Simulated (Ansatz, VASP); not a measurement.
**One calculation of Mg12H, two programs**

```
Mg H
1.0
     6.42000    0.00000    0.00000
    -4.81500    8.33982    0.00000
     0.00000    0.00000    5.21304
Mg H
12 1
Cartesian
  -0.0017 0.0150 -0.0035
  0.0117 1.8546 2.6342
  -1.6002 2.7801 0.0132
  -1.6033 4.6456 2.6206
  -3.1931 5.5536 -0.0296
  -3.1937 7.4041 2.6470
  3.2118 -0.0129 -0.0155
  3.2049 1.8545 2.5949
  1.5930 2.7788 -0.0288
  1.6125 4.6196 2.6106
  -0.0158 5.5711 -0.0391
  -0.0195 7.4179 2.6362
  -1.5491 6.5111 1.3187
```

Alike in both runs: functional PBE; k mesh 2 × 2 × 2; occupations fermi-dirac, width 0.05 eV; no spin polarisation.

Ansatz relaxed the structure, and its values are those at the end. VASP's run is a single point on that final structure, the one shown.

|  | VASP | Ansatz |
| --- | --- | --- |
| version | VASP 6.6.1 | Ansatz 0.2.0 |
| potentials or method | VASP PAW PBE potentials, release 64 (Mg, H), cutoff 520 eV | scalar-relativistic, plane waves, PAW |
| valence electrons in the cell | 25 | 121 |

|  | VASP | Ansatz | Ansatz less VASP |
| --- | --- | --- | --- |
| rms of the force components (eV/Å) | 0.020 | 0.020 | -0.0002 |

VASP's potentials hold 25 valence electrons a cell and Ansatz's 121, so a difference there can come from the potentials and not from the codes.

The k mesh is coarse, so the values compare programs but aren't converged.
